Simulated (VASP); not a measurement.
# Sn2TeS (P6_3mc) in VASP: further runs

The runs below take Sn2TeS through single point, with PBE.

All numbers are computed with VASP 6.6.1; they aren't measurements. Logs are shortened: lines on timing, memory, paths and dates and some standing lists are left out, and cuts for length are marked.

## (1) The cell of the first run

Symmetry: P6_3mc, No. 186, hexagonal system. Conventional cell: a = 4.123 Å, b = 4.123 Å, c = 14.615 Å, α = 90.00°, β = 90.00°, γ = 120.00°. Within 3.9 Å of Sn (site symmetry 3m) lie 3 Te at 3.00 Å and 3 S at 3.07 Å and 1 Sn at 3.37 Å. Within 3.7 Å of Sn (site symmetry 3m) lie 3 S at 2.78 Å and 3 Te at 3.18 Å and 1 Sn at 3.37 Å. Within 3.9 Å of Te (site symmetry 3m) lie 6 Sn at 3.00 to 3.18 Å. Within 3.7 Å of S (site symmetry 3m) lie 6 Sn at 2.78 to 3.07 Å.

## (2) Single point, PBE (26.89 Å³/atom)

The input, INCAR:

```
SYSTEM = Sn2TeS
ALGO     = Normal         ! electronic algorithm
EDIFF    = 1E-6           ! SCF threshold, eV
ENCUT    = 520            ! plane-wave cutoff, eV
GGA      = PE             ! functional
ISIF     = 2              ! what is computed and relaxed
ISMEAR   = 0              ! smearing method
LASPH    = .True.         ! aspherical terms in the spheres
LCHARG   = .False.        ! write CHGCAR
LREAL    = .False.        ! projectors in reciprocal space
LWAVE    = .False.        ! write WAVECAR
NBANDS   = 50             ! bands
NELM     = 80             ! most SCF steps
PREC     = Accurate       ! precision mode
SIGMA    = 0.01           ! smearing width, eV
```

The input, KPOINTS:

```
k-points
0
Gamma
  12 12 4
  0 0 0
```

The input, POSCAR:

```
Sn2TeS
1.0
    4.1226373681      0.0000000000      0.0000000000
   -2.0613186840      3.5703086914      0.0000000000
    0.0000000000      0.0000000000     14.6151487727
Sn Te S
4 2 2
Direct
    0.3333333333      0.6666666667      0.6279448282
    0.6666666667      0.3333333333      0.1279448282
    0.6666666667      0.3333333333      0.3586265619
    0.3333333333      0.6666666667      0.8586265619
    0.0000000000      0.0000000000      0.0032425899
    0.0000000000      0.0000000000      0.5032425899
    0.3333333333      0.6666666667      0.2601894158
    0.6666666667      0.3333333333      0.7601894158
```

Potentials or basis: VASP PAW PBE potentials, release 64 (Sn_d, Te, S).

Command:

```sh
cat potpaw_PBE.64/Sn_d/POTCAR potpaw_PBE.64/Te/POTCAR potpaw_PBE.64/S/POTCAR > POTCAR
mpirun -np 1 vasp_std > vasp.out
```

OUTCAR:

```text
SYSTEM = Sn2TeS
   EDIFF = 1E-6
   ENCUT = 520
   GGA = PE
   ISIF = 2
   ISMEAR = 0
   LASPH = .True.
   LREAL = .False.
   NELM = 80
   PREC = Accurate

 ion  position               nearest neighbor table
   1  0.333  0.667  0.628-   6 3.00   6 3.00   6 3.00   8 3.07   8 3.07   8 3.07   4 3.37
   2  0.667  0.333  0.128-   5 3.00   5 3.00   5 3.00   7 3.07   7 3.07   7 3.07   3 3.37
   3  0.667  0.333  0.359-   7 2.78   7 2.78   7 2.78   6 3.18   6 3.18   6 3.18   2 3.37
   4  0.333  0.667  0.859-   8 2.78   8 2.78   8 2.78   5 3.18   5 3.18   5 3.18   1 3.37
   5  0.000  0.000  0.003-   2 3.00   2 3.00   2 3.00   4 3.18   4 3.18   4 3.18
   6  0.000  0.000  0.503-   1 3.00   1 3.00   1 3.00   3 3.18   3 3.18   3 3.18
   7  0.333  0.667  0.260-   3 2.78   3 2.78   3 2.78   2 3.07   2 3.07   2 3.07
   8  0.667  0.333  0.760-   4 2.78   4 2.78   4 2.78   1 3.07   1 3.07   1 3.07

  LATTYP: Found a hexagonal cell.
 ALAT       =     4.1226373681
 C/A-ratio  =     3.5450968562

  Lattice vectors:

 A1 = (   4.1226373681,   0.0000000000,   0.0000000000)
 A2 = (  -2.0613186840,   3.5703086914,   0.0000000000)
 A3 = (   0.0000000000,   0.0000000000,  14.6151487727)

Analysis of symmetry for initial positions (statically):
=====================================================================
 Subroutine PRICEL returns:
 Original cell was already a primitive cell.

 Routine SETGRP: Setting up the symmetry group for a
 hexagonal supercell.

 Subroutine GETGRP returns: Found 12 space group operations
 (whereof  6 operations were pure point group operations)
 out of a pool of 24 trial point group operations.

The static configuration has the point symmetry C_3v.
 The point group associated with its full space group is C_6v.

Analysis of symmetry for dynamics (positions and initial velocities):
=====================================================================
 Subroutine PRICEL returns:
 Original cell was already a primitive cell.

 Routine SETGRP: Setting up the symmetry group for a
 hexagonal supercell.

 Subroutine GETGRP returns: Found 12 space group operations
 (whereof  6 operations were pure point group operations)
 out of a pool of 24 trial point group operations.

The dynamic configuration has the point symmetry C_3v.
 The point group associated with its full space group is C_6v.

[... 113 lines left out ...]
   NSW    =      0    number of steps for IOM
   IBRION =     -1    ionic relax: 0-MD 1-quasi-New 2-CG
   NFREE  =      0    steps in history (QN), initial steepest desc. (CG)
   ISIF   =      2    stress and relaxation
   ISYM   =      2    0-nonsym 1-usesym 2-fastsym
   POTIM  = 0.5000    time-step for ionic-motion
   TEBEG  =    0.0;   TEEND  =   0.0 temperature during run
   PSTRESS=    0.0 pullay stress
   NELECT =      80.0000    total number of electrons
   NUPDOWN=      -1.0000    fix difference up-down
   EMIN   =  10.00;   EMAX   =-10.00  energy-range for DOS
   EFERMI =   0.00;   METHOD = LEGACY
   ISMEAR =     0;   SIGMA  =   0.01  broadening in eV -4-tet -1-fermi 0-gaus
   EFERMI_NEDOS =   21; number of points for ismear=-14 and -15
   IALGO  =     38    algorithm
   IMIX   =      4    mixing-type and parameters
     AMIX     =   0.40;   BMIX     =  1.00
     AMIX_MAG =   1.60;   BMIX_MAG =  1.00
  volume/ion in A,a.u.               =      26.89       181.46
  Fermi-wavevector in a.u.,A,eV,Ry     =   1.177272  2.224721 18.857255  1.385969
  Thomas-Fermi vector in A             =   2.313621
   LORBIT       =      0    0 simple, 1 ext, 2 COOP (PROOUT), +10 PAW based schemes
   GGA     = PE    functional components
   LHFCALC =     F    Hartree Fock is set to
   AEXX    =    0.0000 exact exchange contribution
   IVDW    =     0    specifies the selected vdW correction
   LEPSILON=     F    determine dielectric tensor
   LRPA    =     F    only Hartree local field effects (RPA)
 non-spin polarized calculation
 Gauss-broadening in eV      SIGMA  =   0.01
  energy-cutoff  :      520.00
  volume of cell :      215.12
 maximum number of plane-waves:      5827
 NGX is ok and might be reduce to    32
   NGX = 15   NGY = 15   NGZ = 55

 number of electron      80.0000009 magnetization

 Free energy of the ion-electron system (eV)
  ---------------------------------------------------
  ext. energy  EPLUGINS =         0.00000000
  ---------------------------------------------------
  free energy    TOTEN  =       -31.91793831 eV

  energy without entropy =      -31.91784293  energy(sigma->0) =      -31.91789062

 E-fermi :   7.4101     XC(G=0):  -9.7799

 val. band max:        7.4052684817   @ k =   0.0833   0.0000   0.2500
 cond. band min:       7.5009486735   @ k =   0.3333   0.0000   0.0000
 fundamental gap:      0.0956801919
 Fermi energy:         7.4101359851

 k-point     1 :       0.0000    0.0000    0.0000
  band No.  band energies     occupation
      1     -14.6375      2.00000
      2     -14.6356      2.00000
      3     -14.6186      2.00000
      4     -14.6186      2.00000
      5     -14.6178      2.00000
      6     -14.6178      2.00000
[... 1261 lines left out ...]
     49      10.8839      0.00000
     50      11.4966      0.00000

 [... further k-points ...]

------------------------ aborting loop because EDIFF is reached ----------------------------------------

  FORCE on cell =-STRESS in cart. coord.  units (eV):
  Direction    XX          YY          ZZ          XY          YZ          ZX
  --------------------------------------------------------------------------------------
  -------------------------------------------------------------------------------------
  Total        6.7351383      6.7351383      6.5995462      0.0000000      0.0000000      0.0000000
  in kB       50.1617822     50.1617822     49.1519228      0.0000000      0.0000000      0.0000000
  external PRESSURE =      49.8251624 kB  Pullay stress =       0.0000000 kB

 VOLUME and BASIS-vectors are now :
 -----------------------------------------------------------------------------
  energy-cutoff  :      520.00
  volume of cell :      215.12
      direct lattice vectors                 reciprocal lattice vectors
     4.122637368  0.000000000  0.000000000     0.242563173  0.140043913  0.000000000
    -2.061318684  3.570308691  0.000000000     0.000000000  0.280087826  0.000000000
     0.000000000  0.000000000 14.615148773     0.000000000  0.000000000  0.068422157

 POSITION                                       TOTAL-FORCE (eV/Angst)
 -----------------------------------------------------------------------------------
     -0.00000      2.38021      9.17751        -0.000000      0.000000      0.016220
      2.06132      1.19010      1.86993         0.000000     -0.000000      0.016220
      2.06132      1.19010      5.24138         0.000000      0.000000      0.000359
     -0.00000      2.38021     12.54895        -0.000000      0.000000      0.000359
      0.00000      0.00000      0.04739        -0.000000      0.000000     -0.016717
      0.00000      0.00000      7.35497         0.000000      0.000000     -0.016717
     -0.00000      2.38021      3.80271         0.000000     -0.000000      0.000139
      2.06132      1.19010     11.11028        -0.000000      0.000000      0.000139
 -----------------------------------------------------------------------------------
    total drift:                                0.000000      0.000000     -0.001738

  FREE ENERGIE OF THE ION-ELECTRON SYSTEM (eV)
  ---------------------------------------------------
  free  energy   TOTEN  =       -31.9179383101 eV

  energy  without entropy=      -31.9178429261  energy(sigma->0) =      -31.91789062
```

Wall time 10 min (1 thread of Intel Xeon Platinum 8124M at 3.00GHz (Skylake/Cascade Lake), shared host); peak memory 0.66 GiB.

Results:

| Property | Result |
| --- | --- |
| Free energy | -31.9179 eV |
| Pressure | 5.0 GPa |
| Largest force | 0.017 eV/Å |
| Band gap on the k mesh | zero (bands 40 and 41 overlap by 0.39 eV) |

Forces in eV/Å, atoms in the order of the input:
```
Sn   0.000  0.000  0.016
Sn   0.000  0.000  0.016
Sn   0.000  0.000  0.000
Sn   0.000  0.000  0.000
Te   0.000  0.000 -0.017
Te   0.000  0.000 -0.017
S    0.000  0.000  0.000
S    0.000  0.000  0.000
```

Levels at points of the mesh, in eV from the Fermi level:
```csv
k point,band 37,band 38,band 39,band 40,band 41,band 42,band 43,band 44
"(0.00, 0.00, 0.00)",-1.54,-1.54,-0.94,-0.01,1.11,1.59,1.59,1.77
"(0.50, 0.00, 0.00)",-2.86,-2.26,-1.37,-1.01,-0.20,0.92,0.93,1.41
"(0.00, 0.00, 0.50)",-1.54,-1.54,-0.47,-0.47,1.58,1.58,1.67,1.67
"(0.50, 0.00, 0.50)",-2.56,-2.56,-1.66,-1.66,0.91,0.91,1.38,1.38
```

Caveat: the cell stands under pressure; semilocal functionals underestimate gaps, so a narrow gap can read as zero; spin-orbit coupling is left out, which moves the levels of the heavy elements.

## (3) Single point, PBE (27.81 Å³/atom)

This run uses another cell than the first one, of 27.81 Å³/atom.

The input, INCAR:

```
PREC = Accurate
ENCUT = 520
EDIFF = 1E-6
ISMEAR = 0
SIGMA = 0.01
LREAL = F
LASPH = T
NELM = 100
ALGO = Normal
ISIF = 2
LWAVE = F
LCHARG = T
GGA = PE
LELF = T
LVHAR = T
NBANDS = 50
```

The input, KPOINTS:

```
Automatic mesh
0
Gamma
  12 12 4
```

The input, POSCAR:

```
Sn2TeS
1.0
    4.1640529117      0.0000000000      0.0000000000
   -2.0820264559      3.6061756042      0.0000000000
    0.0000000000      0.0000000000     14.8142528483
Sn Te S
4 2 2
Direct
    0.3333333333      0.6666666667      0.6255577306
    0.6666666667      0.3333333333      0.1255577306
    0.6666666667      0.3333333333      0.3566715380
    0.3333333333      0.6666666667      0.8566715380
    0.0000000000      0.0000000000      0.0045390142
    0.0000000000      0.0000000000      0.5045390142
    0.3333333333      0.6666666667      0.2632351131
    0.6666666667      0.3333333333      0.7632351131
```

Potentials or basis: VASP PAW PBE potentials, release 64 (Sn_d, Te, S).

Command:

```sh
cat potpaw_PBE.64/Sn_d/POTCAR potpaw_PBE.64/Te/POTCAR potpaw_PBE.64/S/POTCAR > POTCAR
mpirun -np 1 vasp_std > vasp.out
```

OUTCAR:

```text
PREC = Accurate
   ENCUT = 520
   EDIFF = 1E-6
   ISMEAR = 0
   LREAL = F
   LASPH = T
   NELM = 100
   ISIF = 2
   GGA = PE

 ion  position               nearest neighbor table
   1  0.333  0.667  0.626-   6 3.00   6 3.00   6 3.00   8 3.15   8 3.15   8 3.15   4 3.42
   2  0.667  0.333  0.126-   5 3.00   5 3.00   5 3.00   7 3.15   7 3.15   7 3.15   3 3.42
   3  0.667  0.333  0.357-   7 2.77   7 2.77   7 2.77   6 3.25   6 3.25   6 3.25   2 3.42
   4  0.333  0.667  0.857-   8 2.77   8 2.77   8 2.77   5 3.25   5 3.25   5 3.25   1 3.42
   5  0.000  0.000  0.005-   2 3.00   2 3.00   2 3.00   4 3.25   4 3.25   4 3.25
   6  0.000  0.000  0.505-   1 3.00   1 3.00   1 3.00   3 3.25   3 3.25   3 3.25
   7  0.333  0.667  0.263-   3 2.77   3 2.77   3 2.77   2 3.15   2 3.15   2 3.15
[... 1490 lines left out ...]
  external PRESSURE =      33.1606494 kB  Pullay stress =       0.0000000 kB

 VOLUME and BASIS-vectors are now :
 -----------------------------------------------------------------------------
  energy-cutoff  :      520.00
  volume of cell :      222.46
      direct lattice vectors                 reciprocal lattice vectors
     4.164052912  0.000000000  0.000000000     0.240150647  0.138651041  0.000000000
    -2.082026456  3.606175604  0.000000000     0.000000000  0.277302081  0.000000000
     0.000000000  0.000000000 14.814252848     0.000000000  0.000000000  0.067502561

 POSITION                                       TOTAL-FORCE (eV/Angst)
 -----------------------------------------------------------------------------------
     -0.00000      2.40412      9.26717         0.000000     -0.000000      0.020660
      2.08203      1.20206      1.86004        -0.000000      0.000000      0.020660
      2.08203      1.20206      5.28382         0.000000     -0.000000     -0.001809
     -0.00000      2.40412     12.69095        -0.000000      0.000000     -0.001809
      0.00000      0.00000      0.06724        -0.000000      0.000000     -0.018817
      0.00000      0.00000      7.47437        -0.000000      0.000000     -0.018817
     -0.00000      2.40412      3.89963         0.000000      0.000000     -0.000034
      2.08203      1.20206     11.30676        -0.000000      0.000000     -0.000034
 -----------------------------------------------------------------------------------
    total drift:                                0.000000      0.000000     -0.001022

  FREE ENERGIE OF THE ION-ELECTRON SYSTEM (eV)
  ---------------------------------------------------
  free  energy   TOTEN  =       -32.1057932906 eV

  energy  without entropy=      -32.1056947440  energy(sigma->0) =      -32.10574402
```

It took 9.9 min on 1 thread of Intel Xeon Platinum 8124M at 3.00GHz (Skylake/Cascade Lake), shared host; peak memory 0.67 GiB.

Results:

```yaml
Free_energy: -32.1058 eV
Pressure: 3.3 GPa
Largest_force: 0.021 eV/Å
Band_gap_on_the_k_mesh: zero (bands 40 and 41 overlap by 0.26 eV)
```

Forces on the atoms (eV/Å):
```
Sn   0.000  0.000  0.021
Sn   0.000  0.000  0.021
Sn   0.000  0.000 -0.002
Sn   0.000  0.000 -0.002
Te   0.000  0.000 -0.019
Te   0.000  0.000 -0.019
S    0.000  0.000  0.000
S    0.000  0.000  0.000
```

Levels at points of the mesh, in eV from the Fermi level:
| k point | band 37 | band 38 | band 39 | band 40 | band 41 | band 42 | band 43 | band 44 |
| --- | --- | --- | --- | --- | --- | --- | --- | --- |
| (0.00, 0.00, 0.00) | -1.45 | -1.45 | -0.91 | -0.03 | 1.10 | 1.69 | 1.69 | 1.86 |
| (0.50, 0.00, 0.00) | -2.71 | -2.20 | -1.30 | -0.97 | -0.10 | 1.10 | 1.15 | 1.52 |
| (0.00, 0.00, 0.50) | -1.46 | -1.46 | -0.47 | -0.47 | 1.57 | 1.57 | 1.77 | 1.77 |
| (0.50, 0.00, 0.50) | -2.45 | -2.45 | -1.55 | -1.55 | 0.93 | 0.93 | 1.51 | 1.51 |

Caveat: the cell stands under pressure; semilocal functionals underestimate gaps, so a narrow gap can read as zero; spin-orbit coupling is left out, which moves the levels of the heavy elements.

(Continued in part 2 of 2.)
